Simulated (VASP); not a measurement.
Input of a VASP 6.6.1 run:

File INCAR:

```
  PREC = Accurate
  ENCUT = 520
  EDIFF = 1E-7
  ISMEAR = 0
  SIGMA = 0.1
  LREAL = F
  LASPH = T
  NELM = 100
  ALGO = Normal
  ISIF = 2
  LWAVE = F
  LCHARG = F
  GGA = PE
  NBANDS = 30
```

The input KPOINTS:

```
Automatic mesh
0
Gamma
  6 6 2
```

Contents of POSCAR:

```
Ca3H2Pt
1.0
    3.1957126300      0.0000000000      0.0000000000
    0.0000000000      3.1957126300      0.0000000000
    0.0000000000      0.0000000000      9.5542483700
Ca H Pt
3 2 1
Direct
    0.5000000000      0.5000000000      0.1837450000
    0.5000000000      0.5000000000      0.5000000000
    0.5000000000      0.5000000000      0.8162550000
    0.0000000000      0.0000000000      0.3342649900
    0.0000000000      0.0000000000      0.6657350100
    0.0000000000      0.0000000000      0.0000000000
```

Potentials or basis: VASP PAW PBE potentials, release 64 (Ca_sv, H, Pt).

Launch:

```bash
$ cat potpaw_PBE.64/Ca_sv/POTCAR potpaw_PBE.64/H/POTCAR potpaw_PBE.64/Pt/POTCAR > POTCAR
$ mpirun -np 1 vasp_std > vasp.out
```

Problem. Estimate the largest force.

Solution. 0.362 eV/Å.

Problem. Predict the pressure.

Solution. 8.9 GPa.

Forces in eV/Å, atoms in the order of the input:
```
Ca   0.000  0.000 -0.362
Ca   0.000  0.000  0.000
Ca   0.000  0.000  0.362
H    0.000  0.000  0.358
H    0.000  0.000 -0.358
Pt   0.000  0.000  0.000
```
